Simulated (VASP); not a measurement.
Rb, 1 atom in the cell. The structure is tetragonal, space group I4/mmm (No. 139). Conventional cell: a = 5.612 Å, b = 5.612 Å, c = 5.500 Å, α = 90.00°, β = 90.00°, γ = 90.00°.  This cell differs from its parent crystal: strain -0.0200 x Voigt [1, 0, 0, 0, 0, 0].

| Quantity | Value |
| --- | --- |
| Program | VASP 6.6.1 |
| Task | single point |
| Functional | PBEsol |
| Potentials or basis | VASP PAW PBE potentials, release 64 (Rb_sv) |
| Cutoff | 520 eV |
| k mesh | 12 × 12 × 12 |
| Occupations | gaussian, width 0.15 eV |
| Spin | no spin polarisation |
| Dipole correction | no |
| Further INCAR settings | ALGO = Fast; EDIFF = 1e-07; NBANDS = 10 |

Potentials or basis: VASP PAW PBE potentials, release 64 (Rb_sv).

The run is started by

```sh
$ cat potpaw_PBE.64/Rb_sv/POTCAR > POTCAR
$ mpirun -np 1 vasp_std > vasp.out
```

Hardware: 1 thread of Intel(R) Xeon(R) Platinum 8488C (Sapphire Rapids), on a shared host.

**Question.** How long does it take, and how much memory?

**Answer.** Run time: 92 s on 1 thread of Intel(R) Xeon(R) Platinum 8488C (Sapphire Rapids), with other jobs on the host, peak memory 0.29 GiB. Counts: scf iterations 13, k points 163.
